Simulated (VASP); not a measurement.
Here is a VASP 6.6.1 calculation.

POSCAR

```
Mg
1.0
    3.0188525759      0.0000000000      0.0000000000
   -1.5094262880      2.6144030210      0.0000000000
    0.0000000000      0.0000000000      4.9196164927
Mg
2
Direct
    0.3333333333      0.6666666667      0.2500000000
    0.6666666667      0.3333333333      0.7500000000
```

File INCAR.step1:

```
SYSTEM = Mg
PREC = Accurate ; ENCUT = 600
ISMEAR = -1 ; SIGMA = 0.1
LREAL = .FALSE. ; LASPH = .TRUE.
NELM = 100 ; GGA = PE
ALGO = Normal ; EDIFF = 1E-4
LWAVE = .TRUE. ; LCHARG = .FALSE.
```

The input INCAR.step2:

```
SYSTEM = Mg
PREC = Accurate ; ENCUT = 600
EDIFF = 1E-6 ; ISMEAR = -1
SIGMA = 0.1 ; LREAL = .FALSE.
LASPH = .TRUE. ; NELM = 100
ALGO = Normal ; ISIF = 3
LWAVE = .FALSE. ; LCHARG = .FALSE.
METAGGA = R2SCAN ; LMIXTAU = .TRUE.
IBRION = 2 ; NSW = 80
EDIFFG = -0.002 ; PSTRESS = 80.5
ISTART = 1
```

KPOINTS

```
regular mesh
0
G
  18 18 8
  0 0 0
```

Potentials or basis: VASP PAW PBE potentials, release 64 (Mg).

Launch:

```sh
$ cat potpaw_PBE.64/Mg/POTCAR > POTCAR
$ cp INCAR.step1 INCAR
$ mpirun -np 1 vasp_std > vasp.out
$ cp INCAR.step2 INCAR
$ mpirun -np 1 vasp_std > vasp.out
```

Q: Predict the relaxed volume.

A: 19.31 Å³/atom.

Q: What does it give for the space group after relaxing (to 0.1 Å)?

A: P6_3/mmc (No. 194).

Q: Predict the relaxed cell.

A: a = 3.026 Å, b = 3.026 Å, c = 4.873 Å, α = 90.00°, β = 90.00°, γ = 120.00°.

Final structure:
```cif
data_structure
_symmetry_space_group_name_H-M 'P 1'
_symmetry_Int_Tables_number 1
_cell_length_a 3.0256
_cell_length_b 3.0256
_cell_length_c 4.8728
_cell_angle_alpha 90.000
_cell_angle_beta 90.000
_cell_angle_gamma 120.000
_cell_volume 38.63
loop_
_atom_site_label
_atom_site_type_symbol
_atom_site_fract_x
_atom_site_fract_y
_atom_site_fract_z
_atom_site_occupancy
Mg1 Mg 0.33333 0.66667 0.25000 1
Mg2 Mg 0.66667 0.33333 0.75000 1
```

Caveat: the cell is relaxed towards a set pressure, so the run minimises the enthalpy, not the energy; the PAW data sets were made with another functional, which shifts forces and pressure a little.
